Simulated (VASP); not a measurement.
Input of a VASP 6.6.1 run:

Contents of INCAR:

```
PREC     = Accurate       # precision mode
ENCUT    = 520            # plane-wave cutoff, eV
EDIFF    = 1E-6           # SCF threshold, eV
ISMEAR   = -1             # smearing method
SIGMA    = 0.1            # smearing width, eV
LREAL    = F              # projectors in reciprocal space
LASPH    = T              # aspherical terms in the spheres
NELM     = 80             # most SCF steps
ALGO     = Normal         # electronic algorithm
ISIF     = 2              # what is computed and relaxed
LWAVE    = F              # write WAVECAR
LCHARG   = T              # write CHGCAR
GGA      = PS             # functional
LELF     = T              # ELF
LVHAR    = T            
NBANDS   = 44             # bands
```

Contents of KPOINTS:

```
Automatic mesh
0
Gamma
  8 8 11
```

POSCAR

```
Lu
1.0
    5.1021770110      0.0000000000      0.0000000000
   -2.5510885055      4.4186149062      0.0000000000
    0.0000000000      0.0000000000      3.2045143562
Lu
3
Direct
    1.0000000000      0.0000000000      1.0000000000
    0.3333333333      0.6666666667      0.5000000000
    0.6666666667      0.3333333333      0.5000000000
```

Potentials or basis: VASP PAW PBE potentials, release 64 (Lu).

Command:

```console
$ cat potpaw_PBE.64/Lu/POTCAR > POTCAR
$ mpirun -np 1 vasp_std > vasp.out
```

(1) Estimate the pressure.

Answers

(1) 7.8 GPa.

Caveat: the PAW data sets were made with another functional, which shifts forces and pressure a little.
